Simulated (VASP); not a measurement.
# TiO2 (P-1) in VASP: notebook

The runs below take TiO2 through single point, with r2SCAN+U.

All numbers are computed with VASP 6.6.1; they aren't measurements. Logs are shortened: lines on timing, memory, paths and dates and some standing lists are left out, and cuts for length are marked.

## 1. The cell of the first run

The typed cell holds 6 atoms: a = 3.797 Å, b = 3.797 Å, c = 5.526 Å, α = 110.09°, β = 110.09°, γ = 90.00°.

## 2. Single point, r2SCAN+U (atoms displaced along a vibrational mode)

File POSCAR:

```
TiO2
1.0
    2.6847585539     -2.6847645963     -0.0201584547
    2.6847585539      2.6847645963     -0.0201584547
   -2.6485578781      0.0000000000      4.8501018565
Ti O
2 4
Direct
    0.1248865190      0.8741583834      0.2500002031
    0.8751134810      0.1258416166      0.7499997969
    0.3286203289      0.0836421517      0.6622696427
    0.6713796711      0.9163578483      0.3377303573
    0.9191892804      0.6491150326      0.8377293363
    0.0808107196      0.3508849674      0.1622706637
```

File INCAR.step1:

```
  ALGO = Normal
  EDIFF = 1E-4
  ENCUT = 520
  GGA = PE
  ISMEAR = 0
  LASPH = True
  LCHARG = False
  LDAU = True
  LDAUJ = 0 0
  LDAUL = 2 -1
  LDAUTYPE = 2
  LDAUU = 4 0
  LMAXMIX = 4
  LREAL = False
  LWAVE = True
  NBANDS = 33
  NELM = 150
  PREC = Accurate
  SIGMA = 0.05
```

File INCAR.step2:

```
  ALGO = Normal
  EDIFF = 1E-7
  ENCUT = 520
  ISIF = 2
  ISMEAR = 0
  ISTART = 1
  LASPH = True
  LCHARG = True
  LDAU = True
  LDAUJ = 0 0
  LDAUL = 2 -1
  LDAUPRINT = 1
  LDAUTYPE = 2
  LDAUU = 4 0
  LELF = True
  LMAXMIX = 4
  LMIXTAU = True
  LREAL = False
  LVHAR = True
  LWAVE = False
  METAGGA = R2SCAN
  NBANDS = 33
  NELM = 150
  PREC = Accurate
  SIGMA = 0.05
```

File KPOINTS:

```
k-points
0
Gamma
  6 6 6
```

Potentials or basis: VASP PAW PBE potentials, release 64 (Ti_sv, O).

Started as:

```console
$ cat potpaw_PBE.64/Ti_sv/POTCAR potpaw_PBE.64/O/POTCAR > POTCAR
$ cp INCAR.step1 INCAR
$ mpirun -np 1 vasp_std > vasp.out
$ cp INCAR.step2 INCAR
$ mpirun -np 1 vasp_std > vasp.out
```

OUTCAR:

```text
EDIFF = 1E-7
   ENCUT = 520
   ISIF = 2
   ISMEAR = 0
   ISTART = 1
   LASPH = True
   LREAL = False
   METAGGA = R2SCAN
   NELM = 150
   PREC = Accurate

 ion  position               nearest neighbor table
   1  0.125  0.874  0.250-   6 1.87   4 1.94   4 1.95   3 1.99   5 1.99   6 2.02
   2  0.875  0.126  0.750-   5 1.87   3 1.94   3 1.95   4 1.99   6 1.99   5 2.02
   3  0.329  0.084  0.662-   2 1.94   2 1.95   1 1.99
   4  0.671  0.916  0.338-   1 1.94   1 1.95   2 1.99
   5  0.919  0.649  0.838-   2 1.87   1 1.99   2 2.02
   6  0.081  0.351  0.162-   1 1.87   2 1.99   1 2.02

  Warning from LATTYP: Got some problem with cell dimensions!
  Tried to take original basis but could not verify dimensions!
  LATTYP: Found a base centered monoclinic cell.
 ALAT       =     5.3696684650
 B/A-ratio  =     0.9999740631
 C/A-ratio  =     1.0291302335
 COS(beta)  =    -0.4858354229

  Lattice vectors:

 A1 = (  -2.6847585539,   2.6847645963,   0.0201584547)
 A2 = (  -2.6847585539,  -2.6847645963,   0.0201584547)
 A3 = (   2.7209592297,   0.0000000000,   4.8097849471)

Analysis of symmetry for initial positions (statically):
=====================================================================
 Subroutine PRICEL returns:
 Original cell was already a primitive cell.

 Routine SETGRP: Setting up the symmetry group for a
 base centered monoclinic supercell.

 Subroutine GETGRP returns: Found  2 space group operations
 (whereof  2 operations were pure point group operations)
 out of a pool of  4 trial point group operations.

The static configuration has the point symmetry S_2 .

Analysis of symmetry for dynamics (positions and initial velocities):
=====================================================================
 Subroutine PRICEL returns:
 Original cell was already a primitive cell.

 Routine SETGRP: Setting up the symmetry group for a
 base centered monoclinic supercell.

 Subroutine GETGRP returns: Found  2 space group operations
 (whereof  2 operations were pure point group operations)
 out of a pool of  4 trial point group operations.

The dynamic configuration has the point symmetry S_2 .

 Subroutine INISYM returns: Found  2 space group operations
 (whereof  2 operations are pure point group operations),
 and found     1 'primitive' translations

----------------------------------------------------------------------------------------

                                     Primitive cell

  volume of cell :      69.6318

  direct lattice vectors                    reciprocal lattice vectors
     2.684758554 -2.684764596 -0.020158455     0.187003247 -0.186236067  0.102119283
     2.684758554  2.684764596 -0.020158455     0.187003247  0.186236067  0.102119283
    -2.648557878  0.000000000  4.850101857     0.001554481  0.000000000  0.207030113

  length of vectors
     3.796879744  3.796879744  5.526151179     0.282988401  0.282988401  0.207035948

  position of ions in fractional coordinates (direct lattice)
     0.124886519  0.874158383  0.250000203
     0.875113481  0.125841617  0.749999797
     0.328620329  0.083642152  0.662269643
     0.671379671  0.916357848  0.337730357
     0.919189280  0.649115033  0.837729336
     0.080810720  0.350884967  0.162270664

  ion indices of the primitive-cell ions
   primitive index   ion index
                 1           1
[... 110 lines left out ...]
   LEPSILON=     F    determine dielectric tensor
   LRPA    =     F    only Hartree local field effects (RPA)
 non-spin polarized calculation
 Gauss-broadening in eV      SIGMA  =   0.05
  energy-cutoff  :      520.00
  volume of cell :       69.63
 maximum number of plane-waves:      1891
   NGX = 15   NGY = 15   NGZ = 21

atom =   1  type =  1  l = 2

 onsite density matrix

spin component  1

  0.2486  0.0068 -0.0020  0.0102  0.0001
  0.0068  0.0948 -0.0053  0.0014 -0.0023
 -0.0020 -0.0053  0.2443 -0.0022 -0.0000
  0.0102  0.0014 -0.0022  0.0948  0.0018
  0.0001 -0.0023 -0.0000  0.0018  0.0970

spin component  2

  0.2486  0.0068 -0.0020  0.0102  0.0001
  0.0068  0.0948 -0.0053  0.0014 -0.0023
 -0.0020 -0.0053  0.2443 -0.0022 -0.0000
  0.0102  0.0014 -0.0022  0.0948  0.0018
  0.0001 -0.0023 -0.0000  0.0018  0.0970

 occupancies and eigenvectors

  o =  0.0917  v =  0.0117  0.6333  0.0137 -0.6020  0.4859  0.0000  0.0000  0.0000  0.0000  0.0000      0.0000  0.0000  0.0000  0.0000  0.0000  0.0000  0.0000  0.0000  0.0000  0.0000
  o =  0.0917  v =  0.0000  0.0000  0.0000  0.0000  0.0000  0.0117  0.6333  0.0137 -0.6020  0.4859      0.0000  0.0000  0.0000  0.0000  0.0000  0.0000  0.0000  0.0000  0.0000  0.0000
  o =  0.0951  v = -0.0783  0.6501  0.0330  0.7504  0.0834  0.0000  0.0000  0.0000  0.0000  0.0000      0.0000  0.0000  0.0000  0.0000  0.0000  0.0000  0.0000  0.0000  0.0000  0.0000
  o =  0.0951  v =  0.0000  0.0000  0.0000  0.0000  0.0000 -0.0783  0.6501  0.0330  0.7504  0.0834      0.0000  0.0000  0.0000  0.0000  0.0000  0.0000  0.0000  0.0000  0.0000  0.0000
  o =  0.0986  v =  0.0004 -0.4160 -0.0108  0.2643  0.8700  0.0000  0.0000  0.0000  0.0000  0.0000      0.0000  0.0000  0.0000  0.0000  0.0000  0.0000  0.0000  0.0000  0.0000  0.0000
  o =  0.0986  v =  0.0000  0.0000  0.0000  0.0000  0.0000  0.0004 -0.4160 -0.0108  0.2643  0.8700      0.0000  0.0000  0.0000  0.0000  0.0000  0.0000  0.0000  0.0000  0.0000  0.0000
  o =  0.2436  v =  0.0000  0.0000  0.0000  0.0000  0.0000  0.3670 -0.0162  0.9300  0.0114  0.0002      0.0000  0.0000  0.0000  0.0000  0.0000  0.0000  0.0000  0.0000  0.0000  0.0000
  o =  0.2436  v =  0.3670 -0.0162  0.9300  0.0114  0.0002  0.0000  0.0000  0.0000  0.0000  0.0000      0.0000  0.0000  0.0000  0.0000  0.0000  0.0000  0.0000  0.0000  0.0000  0.0000
  o =  0.2505  v = -0.9268 -0.0535  0.3656 -0.0664 -0.0005  0.0000  0.0000  0.0000  0.0000  0.0000      0.0000  0.0000  0.0000  0.0000  0.0000  0.0000  0.0000  0.0000  0.0000  0.0000
  o =  0.2505  v =  0.0000  0.0000  0.0000  0.0000  0.0000 -0.9268 -0.0535  0.3656 -0.0664 -0.0005      0.0000  0.0000  0.0000  0.0000  0.0000  0.0000  0.0000  0.0000  0.0000  0.0000

atom =   2  type =  1  l = 2

 onsite density matrix

spin component  1

  0.2486  0.0068 -0.0020  0.0102  0.0001
  0.0068  0.0948 -0.0053  0.0014 -0.0023
 -0.0020 -0.0053  0.2443 -0.0022 -0.0000
  0.0102  0.0014 -0.0022  0.0948  0.0018
  0.0001 -0.0023 -0.0000  0.0018  0.0970

spin component  2

  0.2486  0.0068 -0.0020  0.0102  0.0001
  0.0068  0.0948 -0.0053  0.0014 -0.0023
 -0.0020 -0.0053  0.2443 -0.0022 -0.0000
  0.0102  0.0014 -0.0022  0.0948  0.0018
  0.0001 -0.0023 -0.0000  0.0018  0.0970

 occupancies and eigenvectors

  o =  0.0917  v =  0.0117  0.6333  0.0137 -0.6020  0.4859  0.0000  0.0000  0.0000  0.0000  0.0000      0.0000  0.0000  0.0000  0.0000  0.0000  0.0000  0.0000  0.0000  0.0000  0.0000
  o =  0.0917  v =  0.0000  0.0000  0.0000  0.0000  0.0000  0.0117  0.6333  0.0137 -0.6020  0.4859      0.0000  0.0000  0.0000  0.0000  0.0000  0.0000  0.0000  0.0000  0.0000  0.0000
  o =  0.0951  v = -0.0783  0.6501  0.0330  0.7504  0.0834  0.0000  0.0000  0.0000  0.0000  0.0000      0.0000  0.0000  0.0000  0.0000  0.0000  0.0000  0.0000  0.0000  0.0000  0.0000
  o =  0.0951  v =  0.0000  0.0000  0.0000  0.0000  0.0000 -0.0783  0.6501  0.0330  0.7504  0.0834      0.0000  0.0000  0.0000  0.0000  0.0000  0.0000  0.0000  0.0000  0.0000  0.0000
  o =  0.0986  v =  0.0004 -0.4160 -0.0108  0.2643  0.8700  0.0000  0.0000  0.0000  0.0000  0.0000      0.0000  0.0000  0.0000  0.0000  0.0000  0.0000  0.0000  0.0000  0.0000  0.0000
  o =  0.0986  v =  0.0000  0.0000  0.0000  0.0000  0.0000  0.0004 -0.4160 -0.0108  0.2643  0.8700      0.0000  0.0000  0.0000  0.0000  0.0000  0.0000  0.0000  0.0000  0.0000  0.0000
  o =  0.2436  v =  0.0000  0.0000  0.0000  0.0000  0.0000  0.3670 -0.0162  0.9300  0.0114  0.0002      0.0000  0.0000  0.0000  0.0000  0.0000  0.0000  0.0000  0.0000  0.0000  0.0000
  o =  0.2436  v =  0.3670 -0.0162  0.9300  0.0114  0.0002  0.0000  0.0000  0.0000  0.0000  0.0000      0.0000  0.0000  0.0000  0.0000  0.0000  0.0000  0.0000  0.0000  0.0000  0.0000
  o =  0.2505  v = -0.9268 -0.0535  0.3656 -0.0664 -0.0005  0.0000  0.0000  0.0000  0.0000  0.0000      0.0000  0.0000  0.0000  0.0000  0.0000  0.0000  0.0000  0.0000  0.0000  0.0000
  o =  0.2505  v =  0.0000  0.0000  0.0000  0.0000  0.0000 -0.9268 -0.0535  0.3656 -0.0664 -0.0005      0.0000  0.0000  0.0000  0.0000  0.0000  0.0000  0.0000  0.0000  0.0000  0.0000

 number of electron      47.9999999 magnetization

 Free energy of the ion-electron system (eV)
  ---------------------------------------------------
  ext. energy  EPLUGINS =         0.00000000
  ---------------------------------------------------
  free energy    TOTEN  =       -64.46629868 eV

  energy without entropy =      -64.46629868  energy(sigma->0) =      -64.46629868

 E-fermi :   3.3915     XC(G=0): -11.3476

 val. band max:        3.0436144769   @ k =   0.5000   0.5000   0.5000
 cond. band min:       6.2764585140   @ k =   0.0000   0.0000   0.0000
 fundamental gap:      3.2328440371
 Fermi energy:         3.3915017225

 k-point     1 :       0.0000    0.0000    0.0000
  band No.  band energies     occupation
      1     -56.4941      2.00000
      2     -56.4424      2.00000
      3     -31.8331      2.00000
      4     -31.6193      2.00000
      5     -31.6012      2.00000
      6     -31.5584      2.00000
[... 853 lines left out ...]
     32       9.4919      0.00000
     33       9.6497      0.00000

 [... further k-points ...]

------------------------ aborting loop because EDIFF is reached ----------------------------------------

  FORCE on cell =-STRESS in cart. coord.  units (eV):
  Direction    XX          YY          ZZ          XY          YZ          ZX
  --------------------------------------------------------------------------------------
  -------------------------------------------------------------------------------------
  Total        2.8467415      2.8754973      2.2642447      0.4415873     -0.7291728     -0.5635538
  in kB       65.5014165     66.1630650     52.0985961     10.1605981    -16.7777269    -12.9669553
  external PRESSURE =      61.2543592 kB  Pullay stress =       0.0000000 kB

 VOLUME and BASIS-vectors are now :
 -----------------------------------------------------------------------------
  energy-cutoff  :      520.00
  volume of cell :       69.63
      direct lattice vectors                 reciprocal lattice vectors
     2.684758554 -2.684764596 -0.020158455     0.187003247 -0.186236067  0.102119283
     2.684758554  2.684764596 -0.020158455     0.187003247  0.186236067  0.102119283
    -2.648557878  0.000000000  4.850101857     0.001554481  0.000000000  0.207030113

 POSITION                                       TOTAL-FORCE (eV/Angst)
 -----------------------------------------------------------------------------------
      2.02005      2.01162      1.19239         0.491626      0.383468      0.114737
      0.70090     -2.01162      3.61740        -0.491626     -0.383468     -0.114737
     -0.64723     -0.65771      3.20376         0.035667     -0.355770      0.181703
      3.36819      0.65771      1.60602        -0.035667      0.355770     -0.181703
      1.99174     -0.72509      4.03146         1.525674      1.568837     -0.265044
      0.72922      0.72509      0.77833        -1.525674     -1.568837      0.265044
 -----------------------------------------------------------------------------------
    total drift:                               -0.000000      0.000000      0.000000

  FREE ENERGIE OF THE ION-ELECTRON SYSTEM (eV)
  ---------------------------------------------------
  free  energy   TOTEN  =       -64.4662986838 eV

  energy  without entropy=      -64.4662986838  energy(sigma->0) =      -64.46629868
```

Wall time 7 min (1 thread of Intel Xeon 6975P-C (Granite Rapids), shared host); peak memory 0.33 GiB.

Results:

```
Free energy            : -64.4663 eV
Pressure               : 6.1 GPa
Largest force          : 2.204 eV/Å
Band gap on the k mesh : 3.23 eV (least direct gap 3.55 eV)
```

Forces in eV/Å, atoms in the order of the input:
```
Ti   0.492  0.383  0.115
Ti  -0.492 -0.383 -0.115
O    0.036 -0.356  0.182
O   -0.036  0.356 -0.182
O    1.526  1.569 -0.265
O   -1.526 -1.569  0.265
```

Stress tensor (GPa, compression positive):
```
 6.55  1.02 -1.30
 1.02  6.62 -1.68
-1.30 -1.68  5.21
```

Levels at points of the mesh, in eV from the valence-band top:
```csv
k point,band 21,band 22,band 23,band 24,band 25,band 26,band 27,band 28
"(0.00, 0.00, 0.00)",-0.73,-0.59,-0.44,-0.41,3.23,3.98,4.97,5.00
"(0.50, 0.00, 0.00)",-1.78,-0.95,-0.86,-0.56,4.24,4.49,4.57,4.65
"(0.00, 0.50, 0.00)",-1.72,-0.88,-0.87,-0.79,4.33,4.52,4.54,4.56
"(0.50, 0.50, 0.00)",-2.02,-1.86,-0.03,-0.01,4.26,4.36,4.72,4.78
"(0.00, 0.00, 0.50)",-1.26,-1.14,-0.11,-0.09,3.58,3.60,4.86,4.86
"(0.50, 0.00, 0.50)",-1.82,-0.97,-0.87,-0.58,4.26,4.51,4.56,4.63
"(0.00, 0.50, 0.50)",-1.67,-0.87,-0.86,-0.54,4.27,4.34,4.58,4.73
"(0.50, 0.50, 0.50)",-2.06,-1.86,-0.03,0.00,4.25,4.38,4.71,4.78
```

Eigenvalues of the final occupation matrices:
| site | spin | trace | eigenvalues |
| --- | --- | --- | --- |
| site 1 d | 1 | 0.78 | 0.09 0.10 0.10 0.24 0.25 |
| site 1 d | 2 | 0.78 | 0.09 0.10 0.10 0.24 0.25 |
| site 2 d | 1 | 0.78 | 0.09 0.10 0.10 0.24 0.25 |
| site 2 d | 2 | 0.78 | 0.09 0.10 0.10 0.24 0.25 |

Caveat: the cell differs from its parent crystal (atoms displaced along a vibrational mode); the cell stands under pressure; the PAW data sets were made with another functional, which shifts forces and pressure a little. A k mesh can miss the band edges.

## 3. Single point, r2SCAN+U (atoms displaced along a vibrational mode)

File POSCAR:

```
TiO2
1.0
    2.6847585539     -2.6847645963     -0.0201584547
    2.6847585539      2.6847645963     -0.0201584547
   -2.6485578781      0.0000000000      4.8501018565
Ti O
2 4
Direct
    0.1251393733      0.8761340902      0.2499997292
    0.8748606267      0.1238659098      0.7500002708
    0.3344856063      0.0777771881      0.6622699565
    0.6655143937      0.9222228119      0.3377300435
    0.9184475690      0.6952005784      0.8377314048
    0.0815524310      0.3047994216      0.1622685952
```

File INCAR.step1:

```
ALGO = Normal
EDIFF = 1E-4
ENCUT = 520
GGA = PE
ISMEAR = 0
LASPH = T
LCHARG = F
LDAU = T
LDAUJ = 0 0
LDAUL = 2 -1
LDAUTYPE = 2
LDAUU = 4 0
LMAXMIX = 4
LREAL = F
LWAVE = T
NBANDS = 33
NELM = 150
PREC = Accurate
SIGMA = 0.05
```

File INCAR.step2:

```
ALGO = Normal
EDIFF = 1E-6
ENCUT = 520
ISIF = 2
ISMEAR = 0
ISTART = 1
LASPH = T
LCHARG = T
LDAU = T
LDAUJ = 0 0
LDAUL = 2 -1
LDAUPRINT = 1
LDAUTYPE = 2
LDAUU = 4 0
LELF = T
LMAXMIX = 4
LMIXTAU = T
LREAL = F
LVHAR = T
LWAVE = F
METAGGA = R2SCAN
NBANDS = 33
NELM = 150
PREC = Accurate
SIGMA = 0.05
```

KPOINTS is that of step 2.

Potentials or basis: VASP PAW PBE potentials, release 64 (Ti_sv, O).

Started as:

```console
$ cat potpaw_PBE.64/Ti_sv/POTCAR potpaw_PBE.64/O/POTCAR > POTCAR
$ cp INCAR.step1 INCAR
$ mpirun -np 1 vasp_std > vasp.out
$ cp INCAR.step2 INCAR
$ mpirun -np 1 vasp_std > vasp.out
```

Wall time 7.2 min (1 thread of Intel Xeon 6975P-C (Granite Rapids), shared host); peak memory 0.32 GiB.

It converged, with:

```
Free energy            : -64.3323 eV
Pressure               : 7.0 GPa
Largest force          : 2.969 eV/Å
Band gap on the k mesh : 3.24 eV (least direct gap 3.56 eV)
```

Forces in eV/Å, atoms in the order of the input:
```
Ti  -0.675 -0.534  0.218
Ti   0.675  0.534 -0.218
O   -0.046  0.475  0.190
O    0.046 -0.475 -0.190
O   -2.062 -2.115 -0.301
O    2.062  2.115  0.301
```

Stress tensor (GPa, compression positive):
```
7.56 1.84 1.64
1.84 7.62 2.14
1.64 2.14 5.93
```

Levels at points of the mesh, in eV from the valence-band top:
| k point | band 20 | band 21 | band 22 | band 23 | band 24 | band 25 | band 26 | band 27 | band 28 | band 29 |
| --- | --- | --- | --- | --- | --- | --- | --- | --- | --- | --- |
| (0.00, 0.00, 0.00) | -1.03 | -0.74 | -0.54 | -0.48 | -0.41 | 3.24 | 4.00 | 4.95 | 5.01 | 5.06 |
| (0.50, 0.00, 0.00) | -1.86 | -1.85 | -1.02 | -0.86 | -0.53 | 4.24 | 4.54 | 4.56 | 4.64 | 5.24 |
| (0.00, 0.50, 0.00) | -1.88 | -1.66 | -0.88 | -0.86 | -0.49 | 4.26 | 4.31 | 4.59 | 4.76 | 5.32 |
| (0.50, 0.50, 0.00) | -2.43 | -2.03 | -1.82 | -0.04 | -0.01 | 4.23 | 4.37 | 4.72 | 4.80 | 5.86 |
| (0.00, 0.00, 0.50) | -1.43 | -1.27 | -1.09 | -0.14 | -0.09 | 3.58 | 3.62 | 4.86 | 4.87 | 5.06 |
| (0.50, 0.00, 0.50) | -1.90 | -1.81 | -0.99 | -0.86 | -0.51 | 4.22 | 4.52 | 4.58 | 4.67 | 5.27 |
| (0.00, 0.50, 0.50) | -1.85 | -1.62 | -0.88 | -0.88 | -0.81 | 4.34 | 4.48 | 4.57 | 4.58 | 5.14 |
| (0.50, 0.50, 0.50) | -2.35 | -2.10 | -1.83 | -0.04 | 0.00 | 4.22 | 4.40 | 4.70 | 4.80 | 5.85 |

Eigenvalues of the final occupation matrices:
```csv
site,spin,trace,eigenvalues
site 1 d,1,0.78,0.09 0.10 0.10 0.24 0.25
site 1 d,2,0.78,0.09 0.10 0.10 0.24 0.25
site 2 d,1,0.78,0.09 0.10 0.10 0.24 0.25
site 2 d,2,0.78,0.09 0.10 0.10 0.24 0.25
```

Caveat: the cell differs from its parent crystal (atoms displaced along a vibrational mode); the cell stands under pressure; the PAW data sets were made with another functional, which shifts forces and pressure a little.
